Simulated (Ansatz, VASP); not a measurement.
## Two plane-wave programs on Al2Ru

```
CELL_PARAMETERS angstrom
0.00000 3.98765 4.38508
2.35057 0.00000 4.38508
2.35057 3.98765 0.00000
ATOMIC_POSITIONS crystal
Al 0.07895 0.42105 0.07895
Al 0.42105 0.07895 0.42105
Al 0.17105 0.82895 0.17105
Al 0.82895 0.17105 0.82895
Ru 0.75000 0.75000 0.75000
Ru 0.50000 0.50000 0.50000
```

Alike in both runs: functional PBEsol; k mesh 10 × 10 × 10; occupations gaussian, width 0.01 eV; no spin polarisation.

Ansatz relaxed the structure, and its values are those at the end. VASP's run is a single point on that final structure, the one shown.

|  | VASP | Ansatz |
| --- | --- | --- |
| version | VASP 6.6.1 | Ansatz 0.2.0 |
| potentials or method | VASP PAW PBE potentials, release 64 (Al, Ru_pv), cutoff 520 eV | scalar-relativistic, plane waves, PAW |
| valence electrons in the cell | 40 | 44 |

|  | VASP | Ansatz | Ansatz less VASP |
| --- | --- | --- | --- |
| gap on the k mesh at the Fermi level (eV) | 0.08 | 0.08 | 0.000 |
| least direct gap on the mesh (eV) | 1.23 | 1.23 | +0.001 |
| pressure (GPa) | 0.1 | 0.0 | -0.08 |

VASP's potentials were made for PBE, not for PBEsol. VASP's potentials hold 40 valence electrons a cell and Ansatz's 44, so a difference there can come from the potentials and not from the codes.
